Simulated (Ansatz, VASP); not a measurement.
## Two plane-wave programs on Ni3Ge

The input INCAR:

```
PREC     = Accurate       # precision mode
ENCUT    = 600            # plane-wave cutoff, eV
EDIFF    = 1E-6           # SCF threshold, eV
ISMEAR   = -1             # smearing method
SIGMA    = 0.05           # smearing width, eV
LREAL    = False          # projectors in reciprocal space
LASPH    = True           # aspherical terms in the spheres
NELM     = 120            # most SCF steps
ALGO     = Normal         # electronic algorithm
ISIF     = 2              # what is computed and relaxed
LWAVE    = False          # write WAVECAR
LCHARG   = True           # write CHGCAR
GGA      = CA             # functional
LELF     = True           # ELF
LVHAR    = True         
NBANDS   = 30             # bands
GGA_COMPAT= False
```

Contents of KPOINTS:

```
regular mesh
0
Gamma
  8 8 8
```

POSCAR

```
Ni3Ge
1.0
    3.1345977808      0.0000000000      0.0000000000
    0.0000000000      3.1345977808      0.0000000000
    0.0000000000      0.0000000000      3.1345977808
Ni Ge
3 1
Direct
    0.5000000000      0.0000000000      0.5000000000
    0.0000000000      0.5000000000      0.5000000000
    0.5000000000      0.5000000000      0.0000000000
    0.0000000000      0.0000000000      0.0000000000
```

Input for Ansatz:

```yaml
crystal:
  lattice:
    - [3.1345977808, 0.0, 0.0]
    - [0.0, 3.1345977808, 0.0]
    - [0.0, 0.0, 3.1345977808]
  atoms:
    - { symbol: Ni, position: [0.5, 0.0, 0.5] }
    - { symbol: Ni, position: [0.0, 0.5, 0.5] }
    - { symbol: Ni, position: [0.5, 0.5, 0.0] }
    - { symbol: Ge, position: [0.0, 0.0, 0.0] }
kpoints:
  mp_grid: { grid: [8, 8, 8] }
scf:
  occupations: { method: fermi_dirac, width: 0.05 }
  lower_state_search: "off"
hamiltonian:
  xc: lda
  pseudopotentials: { kind: paw }
output:
  forces: true
  stress: true
  eigenvalues: true
```

Change from the starting cell: volume scaled by 0.7, no spin polarisation, PAW files.

Alike in both runs: task single point; functional LDA; k mesh 8 × 8 × 8; occupations fermi-dirac, width 0.05 eV; no spin polarisation.

|  | VASP | Ansatz |
| --- | --- | --- |
| version | VASP 6.6.1 | Ansatz 0.2.0 |
| potentials or method | VASP PAW LDA potentials, release 64 (Ni, Ge_d) | PAW with Ansatz's default frozen-core files, scalar-relativistic |
| plane-wave cutoff (eV) | 600 | 420 |
| valence electrons in the cell | 44 | 68 |

Ansatz gave:

```
pressure (GPa) : 164.3
```

Task: Which values does VASP return?

Result: Pressure (GPa): 166.6.

LDA's correlation is that of Perdew and Zunger in VASP and of Perdew and Wang (1992) in Ansatz. Both programs put the cell under a high pressure, so it lies far from rest at this level. VASP's potentials hold 44 valence electrons a cell and Ansatz's 68, so a difference there can come from the potentials and not from the codes.

Noted on VASP's run: the cell as given lies far from equilibrium.
